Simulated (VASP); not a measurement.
# BaSc2Nb2 (I4/mmm) in VASP: notebook

Runs on BaSc2Nb2. Level: PBE. Tasks: single point.

Program: VASP 6.6.1. These are calculated values, not measurements. Logs are shortened: lines on timing, memory, paths and dates and some standing lists are left out, and cuts for length are marked.

### 1 The cell of the first run

Symmetry: I4/mmm, No. 139, tetragonal system. The conventional cell has a = 4.321 Å, b = 4.321 Å, c = 11.337 Å, α = 90.00°, β = 90.00°, γ = 90.00°. Within 4.4 Å of Ba (site symmetry 4/mmm) lie 10 Nb at 3.37 to 4.24 Å and 8 Sc at 3.56 Å and 4 Ba at 4.32 Å. Within 3.4 Å of Sc (site symmetry -4m2) lie 4 Nb at 2.58 Å and 4 Sc at 3.06 Å. Within 3.4 Å of Nb (site symmetry 4mm) lie 4 Sc at 2.58 Å and 1 Nb at 2.86 Å and 4 Ba at 3.37 Å.

### 2 Single point, PBE

File INCAR:

```
SYSTEM = BaSc2Nb2
ALGO = Fast
EDIFF = 1E-6
ENCUT = 520
GGA = PE
ISIF = 2
ISMEAR = 0
LASPH = .True.
LCHARG = .False.
LREAL = .False.
LWAVE = .False.
NBANDS = 37
NELM = 100
PREC = Accurate
SIGMA = 0.1
```

File KPOINTS:

```
k-points
0
Gamma
  6 6 6
  0 0 0
```

File POSCAR:

```
BaSc2Nb2
1.0
   -2.1603762747      2.1603762747      5.6683139881
    2.1603762747     -2.1603762747      5.6683139881
    2.1603762747      2.1603762747     -5.6683139881
Ba Sc Nb
1 2 2
Direct
    0.0000000000      0.0000000000      0.0000000000
    0.2500000000      0.7500000000      0.5000000000
    0.7500000000      0.2500000000      0.5000000000
    0.6260000000      0.6260000000      0.0000000000
    0.3740000000      0.3740000000      0.0000000000
```

Potentials or basis: VASP PAW PBE potentials, release 64 (Ba_sv, Sc_sv, Nb_sv).

Command:

```sh
$ cat potpaw_PBE.64/Ba_sv/POTCAR potpaw_PBE.64/Sc_sv/POTCAR potpaw_PBE.64/Nb_sv/POTCAR > POTCAR
$ mpirun -np 1 vasp_std > vasp.out
```

OUTCAR:

```text
SYSTEM = BaSc2Nb2
   EDIFF = 1E-6
   ENCUT = 520
   GGA = PE
   ISIF = 2
   ISMEAR = 0
   LASPH = .True.
   LREAL = .False.
   NELM = 100
   PREC = Accurate

 ion  position               nearest neighbor table
   1  0.000  0.000  0.000-   4 3.37   4 3.37   4 3.37   5 3.37   4 3.37   5 3.37   5 3.37   5 3.37
                             2 3.56   3 3.56   3 3.56   2 3.56   3 3.56   2 3.56   2 3.56   3 3.56
   2  0.250  0.750  0.500-   5 2.58   4 2.58   5 2.58   4 2.58   3 3.06   3 3.06   3 3.06   3 3.06
                             1 3.56   1 3.56   1 3.56   1 3.56
   3  0.750  0.250  0.500-   5 2.58   4 2.58   5 2.58   4 2.58   2 3.06   2 3.06   2 3.06   2 3.06
                             1 3.56   1 3.56   1 3.56   1 3.56
   4  0.626  0.626  0.000-   2 2.58   3 2.58   2 2.58   3 2.58   5 2.86   1 3.37   1 3.37   1 3.37
                             1 3.37
   5  0.374  0.374  0.000-   2 2.58   3 2.58   2 2.58   3 2.58   4 2.86   1 3.37   1 3.37   1 3.37
                             1 3.37

  LATTYP: Found a body centered tetragonal cell.
 ALAT       =     4.3207525494
 C/A-ratio  =     2.6237623762

  Lattice vectors:

 A1 = (  -2.1603762747,   2.1603762747,   5.6683139881)
 A2 = (   2.1603762747,  -2.1603762747,   5.6683139881)
 A3 = (   2.1603762747,   2.1603762747,  -5.6683139881)

Analysis of symmetry for initial positions (statically):
=====================================================================
 Subroutine PRICEL returns:
 Original cell was already a primitive cell.

 Routine SETGRP: Setting up the symmetry group for a
 body centered tetragonal supercell.

 Subroutine GETGRP returns: Found 16 space group operations
 (whereof 16 operations were pure point group operations)
 out of a pool of 16 trial point group operations.

The static configuration has the point symmetry D_4h.

Analysis of symmetry for dynamics (positions and initial velocities):
=====================================================================
 Subroutine PRICEL returns:
 Original cell was already a primitive cell.

 Routine SETGRP: Setting up the symmetry group for a
 body centered tetragonal supercell.

 Subroutine GETGRP returns: Found 16 space group operations
 (whereof 16 operations were pure point group operations)
 out of a pool of 16 trial point group operations.

The dynamic configuration has the point symmetry D_4h.

 Subroutine INISYM returns: Found 16 space group operations
 (whereof 16 operations are pure point group operations),
 and found     1 'primitive' translations

[... 104 lines left out ...]
   IBRION =     -1    ionic relax: 0-MD 1-quasi-New 2-CG
   NFREE  =      0    steps in history (QN), initial steepest desc. (CG)
   ISIF   =      2    stress and relaxation
   ISYM   =      2    0-nonsym 1-usesym 2-fastsym
   POTIM  = 0.5000    time-step for ionic-motion
   TEBEG  =    0.0;   TEEND  =   0.0 temperature during run
   PSTRESS=    0.0 pullay stress
   NELECT =      58.0000    total number of electrons
   NUPDOWN=      -1.0000    fix difference up-down
   EMIN   =  10.00;   EMAX   =-10.00  energy-range for DOS
   EFERMI =   0.00;   METHOD = LEGACY
   ISMEAR =     0;   SIGMA  =   0.10  broadening in eV -4-tet -1-fermi 0-gaus
   EFERMI_NEDOS =   21; number of points for ismear=-14 and -15
   IALGO  =     68    algorithm
   IMIX   =      4    mixing-type and parameters
     AMIX     =   0.40;   BMIX     =  1.00
     AMIX_MAG =   1.60;   BMIX_MAG =  1.00
  volume/ion in A,a.u.               =      21.16       142.82
  Fermi-wavevector in a.u.,A,eV,Ry     =   1.339759  2.531777 24.421825  1.794953
  Thomas-Fermi vector in A             =   2.468125
   LORBIT       =      0    0 simple, 1 ext, 2 COOP (PROOUT), +10 PAW based schemes
   GGA     = PE    functional components
   LHFCALC =     F    Hartree Fock is set to
   AEXX    =    0.0000 exact exchange contribution
   IVDW    =     0    specifies the selected vdW correction
   LEPSILON=     F    determine dielectric tensor
   LRPA    =     F    only Hartree local field effects (RPA)
 non-spin polarized calculation
 RMM-DIIS sequential band-by-band and
 Gauss-broadening in eV      SIGMA  =   0.10
  energy-cutoff  :      520.00
  volume of cell :      105.82
 maximum number of plane-waves:      2876
   NGX = 23   NGY = 23   NGZ = 23

 number of electron      58.0000000 magnetization

 Free energy of the ion-electron system (eV)
  ---------------------------------------------------
  ext. energy  EPLUGINS =         0.00000000
  ---------------------------------------------------
  free energy    TOTEN  =       -27.94367030 eV

  energy without entropy =      -27.90044221  energy(sigma->0) =      -27.92205625

 E-fermi :   6.7450     XC(G=0): -11.1089

 val. band max:        6.7259016748   @ k =   0.5000   0.5000   0.3333
 cond. band min:       6.7619751556   @ k =   0.1667   0.1667   0.0000
 fundamental gap:      0.0360734808
 Fermi energy:         6.7450439861

 k-point     1 :       0.0000    0.0000    0.0000
  band No.  band energies     occupation
      1     -47.3124      2.00000
      2     -47.2485      2.00000
      3     -41.4153      2.00000
      4     -41.3299      2.00000
      5     -23.6936      2.00000
      6     -23.6242      2.00000
[... 949 lines left out ...]
     36       9.6931      0.00000
     37       9.7976      0.00000

 [... further k-points ...]

------------------------ aborting loop because EDIFF is reached ----------------------------------------

  FORCE on cell =-STRESS in cart. coord.  units (eV):
  Direction    XX          YY          ZZ          XY          YZ          ZX
  --------------------------------------------------------------------------------------
  -------------------------------------------------------------------------------------
  Total       14.8350519     14.8350519      9.9183143      0.0000000     -0.0000000      0.0000000
  in kB      224.6089019    224.6089019    150.1674342      0.0000000     -0.0000000      0.0000000
  external PRESSURE =     199.7950793 kB  Pullay stress =       0.0000000 kB

 VOLUME and BASIS-vectors are now :
 -----------------------------------------------------------------------------
  energy-cutoff  :      520.00
  volume of cell :      105.82
      direct lattice vectors                 reciprocal lattice vectors
    -2.160376275  2.160376275  5.668313988     0.000000000  0.231441164  0.088209651
     2.160376275 -2.160376275  5.668313988     0.231441164  0.000000000  0.088209651
     2.160376275  2.160376275 -5.668313988     0.231441164  0.231441164  0.000000000

 POSITION                                       TOTAL-FORCE (eV/Angst)
 -----------------------------------------------------------------------------------
      0.00000      0.00000      0.00000        -0.000000     -0.000000     -0.000000
      2.16038      0.00000      2.83416        -0.000000     -0.000000     -0.000000
      0.00000      2.16038      2.83416        -0.000000     -0.000000      0.000000
      0.00000      0.00000      7.09673         0.000000      0.000000     -2.485986
      0.00000      0.00000      4.23990        -0.000000     -0.000000      2.485986
 -----------------------------------------------------------------------------------
    total drift:                                0.000000     -0.000000      0.000000

  FREE ENERGIE OF THE ION-ELECTRON SYSTEM (eV)
  ---------------------------------------------------
  free  energy   TOTEN  =       -27.9436703018 eV

  energy  without entropy=      -27.9004422075  energy(sigma->0) =      -27.92205625
```

stdout:

```text
POSCAR found type information on POSCAR BaScNb
 POSCAR found :  3 types and       5 ions
 scaLAPACK will be used
 LDA part: xc-table for (Slater+PW92), standard interpolation
 POSCAR, INCAR and KPOINTS ok, starting setup
 FFT: planning ... GRIDC
 FFT: planning ... GRID_SOFT
 FFT: planning ... GRID
 WAVECAR not read
 entering main loop
WARNING in EDDRMM: call to ZHEGV failed, returncode =   8  4     21
WARNING in EDDRMM: call to ZHEGV failed, returncode =   6  3     21
```

It took 6.2 min on 1 thread of Intel Xeon 6975P-C (Granite Rapids), shared host; peak memory 0.41 GiB.

What came out:

- Free energy: -27.9437 eV
- Pressure: 20.0 GPa
- Largest force: 2.486 eV/Å
- Band gap on the k mesh: zero (bands 29 and 30 overlap by 0.25 eV)

Forces in eV/Å, atoms in the order of the input:
```
Ba   0.000  0.000  0.000
Sc   0.000  0.000  0.000
Sc   0.000  0.000  0.000
Nb   0.000  0.000 -2.486
Nb   0.000  0.000  2.486
```

Caveat: the stress differs along the axes, from 15 to 22 GPa; spin-orbit coupling is left out, which moves the levels of the heavy elements; forces of over 1 eV/Å act on the atoms, so gaps and moduli don't describe the material at rest.

### 3 Single point, PBE

This run uses another cell than the first one, of 28.11 Å³/atom.

File INCAR:

```
SYSTEM = BaSc2Nb2
  PREC = Accurate
  ENCUT = 520
  EDIFF = 1E-6
  ISMEAR = 0
  SIGMA = 0.1
  LREAL = .False.
  LASPH = .True.
  NELM = 80
  ALGO = Fast
  ISIF = 2
  LWAVE = .False.
  LCHARG = .False.
  GGA = PE
  NBANDS = 37
```

File KPOINTS:

```
regular mesh
0
Gamma
  6 6 6
  0 0 0
```

File POSCAR:

```
BaSc2Nb2
1.0
   -2.4857080090      2.4857080090      5.6858846986
    2.4857080090     -2.4857080090      5.6858846986
    2.4857080090      2.4857080090     -5.6858846986
Ba Sc Nb
1 2 2
Direct
    0.0000000000      0.0000000000      0.0000000000
    0.2500000000      0.7500000000      0.5000000000
    0.7500000000      0.2500000000      0.5000000000
    0.5979872494      0.5979872494      0.0000000000
    0.4020127506      0.4020127506      0.0000000000
```

Potentials or basis: VASP PAW PBE potentials, release 64 (Ba_sv, Sc_sv, Nb_sv).

Command:

```sh
$ cat potpaw_PBE.64/Ba_sv/POTCAR potpaw_PBE.64/Sc_sv/POTCAR potpaw_PBE.64/Nb_sv/POTCAR > POTCAR
$ mpirun -np 1 vasp_std > vasp.out
```

Wall time 9.3 min (1 thread of Intel Xeon 6975P-C (Granite Rapids), shared host); peak memory 0.46 GiB.

It converged, with:

| Item | Value |
| --- | --- |
| Free energy | -30.9394 eV |
| Pressure | 0.4 GPa |
| Largest force | 0.004 eV/Å |
| Band gap on the k mesh | zero (bands 29 and 30 overlap by 0.36 eV) |

Forces on the atoms (eV/Å):
```
Ba   0.000  0.000  0.000
Sc   0.000  0.000  0.000
Sc   0.000  0.000  0.000
Nb   0.000  0.000 -0.004
Nb   0.000  0.000  0.004
```

Stress tensor (GPa, compression positive):
```
0.54 0.00 0.00
0.00 0.54 0.00
0.00 0.00 0.20
```

Levels at points of the mesh, in eV from the Fermi level:
```tsv
k point	band 25	band 26	band 27	band 28	band 29	band 30	band 31	band 32	band 33	band 34
(0.00, 0.00, 0.00)	-1.37	-1.28	-0.42	-0.18	0.23	0.50	0.50	0.79	1.02	1.02
(0.50, 0.00, 0.00)	-1.29	-0.61	-0.43	-0.40	-0.33	0.12	0.20	0.46	0.65	0.73
(0.50, 0.50, 0.00)	-1.43	-0.65	-0.40	-0.32	-0.17	-0.09	0.77	0.95	1.03	1.28
(0.50, 0.50, 0.50)	-1.47	-1.47	-0.49	-0.45	-0.05	-0.05	0.21	0.68	1.24	2.15
```

Caveat: spin-orbit coupling is left out, which moves the levels of the heavy elements.

The gap in the log of VASP goes by the Fermi energy; the results here count the filled bands.